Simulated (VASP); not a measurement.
Crystal: CsSnI3.

```
Cs Sn I
1.0
     6.05425    0.00000    0.00000
     0.00000    6.05425    0.00000
     0.00000    0.00000    6.05425
Cs Sn I
1 1 3
Cartesian
  0.0000 0.0000 0.0000
  3.0271 3.0271 3.0271
  3.0271 3.0271 0.0000
  3.0271 0.0000 3.0271
  0.0000 3.0271 3.0271
```

This cell differs from its parent crystal: strain -3.0%.

Base run:

| Item | Value |
| --- | --- |
| Program | VASP 6.6.1 |
| Functional | PBE |
| Potentials or basis | VASP PAW PBE potentials, release 64 (Cs_sv, Sn_d, I) |
| Cutoff | 520 eV |
| k mesh | 4 × 4 × 4 |
| Occupations | fermi-dirac, width 0.02 eV |
| Spin | no spin polarisation |

Its results: band gap on the k mesh zero (filled and empty bands touch); pressure 2.4 GPa.

Problem. The run is repeated on the same cell with these changes: functional from PBE to r2SCAN; further incar settings from ALGO = Normal; EDIFF = 1e-07; NBANDS = 30 to ALGO = Normal; EDIFF = 1e-06; NBANDS = 30. What comes out?

Solution. Band gap on the k mesh 0.04 eV; pressure 1.9 GPa.

Caveats: spin-orbit coupling is left out, which moves the levels of the heavy elements; the PAW data sets were made with another functional, which shifts forces and pressure a little (at least some runs).

A k mesh can miss the band edges.
